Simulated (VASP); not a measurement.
Runs of VASP 6.6.1 on Ti3W. The structure is that of space group Pm-3m (No. 221), or close to it. The cells are those of the table. 

```csv
task,spin,cell,k mesh,cutoff (eV),gap on the mesh (eV),pressure (GPa),relaxed volume (Å³/atom)
relaxation of cell and atoms,off,"relaxed from a = 3.918 Å, 4 atoms",4 × 4 × 4,600,none,0.0,(b)
single point,off,"a = 3.918 Å, 4 atoms",4 × 4 × 4,520,none,19.6,-
relaxation of cell and atoms,off,"relaxed from a = 4.068 Å, 4 atoms",12 × 12 × 12,600,none,0.0,16.79
single point,collinear,"a = 4.068 Å, 4 atoms",4 × 4 × 4,520,none,(a),-
single point,off,"a = 4.068 Å, 4 atoms",4 × 4 × 4,520,none,-0.1,-
```

Alike in all rows: level PBE; potentials or basis VASP PAW PBE potentials, release 64 (Ti_sv, W_sv); smearing gaussian 0.1 eV.

Fill in the values left out.

(a) -0.2; (b) 16.82.

Caveats: some runs use coarse meshes; spin-orbit coupling is left out, which moves the levels of the heavy elements.

A k mesh can miss the band edges, and the runs leave out spin-orbit coupling on W.

A gap of «none» marks levels without a gap at the run's occupations.
